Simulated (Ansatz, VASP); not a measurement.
Two plane-wave programs on YN

Contents of INCAR:

```
SYSTEM = YN
PREC = Accurate
ENCUT = 600
EDIFF = 1E-6
ISMEAR = 0
SIGMA = 0.01
LREAL = .FALSE.
LASPH = .TRUE.
NELM = 120
ALGO = Normal
ISIF = 2
LWAVE = .FALSE.
LCHARG = .TRUE.
GGA = PE
LELF = .TRUE.
LVHAR = .TRUE.
NBANDS = 15
GGA_COMPAT = .FALSE.
```

The input KPOINTS:

```
Automatic mesh
0
G
  7 7 7
  0 0 0
```

The input POSCAR:

```
YN
1.0
    0.0000000000      2.4385000000      2.4385000000
    2.4385000000      0.0000000000      2.4385000000
    2.4385000000      2.4385000000      0.0000000000
Y N
1 1
Direct
    0.0000000000      0.0000000000      0.0000000000
    0.5000000000      0.5000000000      0.5000000000
```

Input for Ansatz:

```yaml
crystal:
  lattice:
    - [0.0, 2.4385, 2.4385]
    - [2.4385, 0.0, 2.4385]
    - [2.4385, 2.4385, 0.0]
  atoms:
    - { symbol: "Y", position: [0.0, 0.0, 0.0] }
    - { symbol: "N", position: [0.5, 0.5, 0.5] }
kpoints:
  mp_grid:
    grid: [7, 7, 7]
    shift: [0.0, 0.0, 0.0]
hamiltonian:
  pseudopotentials:
    kind: paw
scf:
  occupations:
    method: fixed
output:
  write_density: true
  write_potential_components: true
  dos:
    de: 0.1
    projected: true
  cutoff_correction: 756.0
  eigenvalues: true
```

Alike in both runs: task single point; functional PBE; k mesh 7 × 7 × 7; no spin polarisation.

|  | VASP | Ansatz |
| --- | --- | --- |
| version | VASP 6.6.1 | Ansatz 0.2.0 |
| potentials or method | VASP PAW PBE potentials, release 64 (Y_sv, N), cutoff 600 eV | plane waves, PAW |
| occupations | gaussian, width 0.01 eV | fixed |
| valence electrons in the cell | 16 | 16 |

```tsv
	VASP	Ansatz	Ansatz less VASP
gap on the k mesh at the Fermi level (eV)	0.27	0.27	+0.003
```
